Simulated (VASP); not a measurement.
Runs of VASP 6.6.1 on Rb. The structure is that of space group Pm-3m (No. 221), or close to it. The cells are those of the table. This isn't the form of Rb at room conditions, which is bcc.

```csv
cell,gap on the mesh (eV),pressure (GPa)
"a = 3.975 Å, 1 atom",none,1.5
"a = 3.223 Å, 1 atom",none,(b)
"a = 3.789 Å, 1 atom",none,2.7
"a = 3.584 Å, 1 atom",none,4.3
"a = 3.352 Å, 1 atom",none,(a)
"a = 4.144 Å, 1 atom",none,0.7
```

Alike in all rows: task single point; level LDA; potentials or basis VASP PAW LDA potentials, release 64 (Rb_sv); no spin polarisation; k mesh 10 × 10 × 10; cutoff (eV) 520; smearing fermi-dirac 0.05 eV.

Question: Estimate the missing entries.

Answer: (a) 6.9; (b) 9.0.

Caveats: the cell stands under pressure (at least some runs).

A k mesh can miss the band edges, and the runs leave out spin-orbit coupling on Rb.

A gap of «none» marks levels without a gap at the run's occupations.
